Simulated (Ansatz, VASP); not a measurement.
# CrO2: VASP beside Ansatz

```xyz
3
Lattice="1.4698 0.8486 4.7252 -1.4698 0.8486 4.7252 0.0000 -1.6972 4.7252" Properties=species:S:1:pos:R:3 pbc="T T T"
Cr    0.0000    0.0000    7.0878
O     0.0000    0.0000    3.2734
O     0.0000    0.0000   10.9022
```

Alike in both runs: task single point; functional PBE; k mesh 10 × 10 × 10; occupations fermi-dirac, width 0.05 eV; collinear spin.

|  | VASP | Ansatz |
| --- | --- | --- |
| version | VASP 6.6.1 | Ansatz 0.2.0 |
| potentials or method | VASP PAW PBE potentials, release 64 (Cr_pv, O) | Ansatz PAW |
| plane-wave cutoff (eV) | 520 | 420 |
| valence electrons in the cell | 24 | 26 |

```csv
,VASP,Ansatz,Ansatz less VASP
gap on the k mesh at the Fermi level (eV),none,none,-
pressure (GPa),-0.9,-1.5,-0.60
"traceless stress, the component that is largest in VASP (GPa)",3.52,3.95,+0.438
rms of the force components (eV/Å),0.123,0.093,-0.0295
net moment per atom (μB),0.67,0.67,0.000
size of the moment on the site where the two differ most (μB),2.11,1.77,-0.335
```

Site moments also hang on the region over which each program counts them. Atom by atom the forces differ by 0.029 eV/Å (rms over components). A gap of «none» marks a metal or a gap that the smearing closes. VASP's potentials hold 24 valence electrons a cell and Ansatz's 26, so a difference there can come from the potentials and not from the codes.
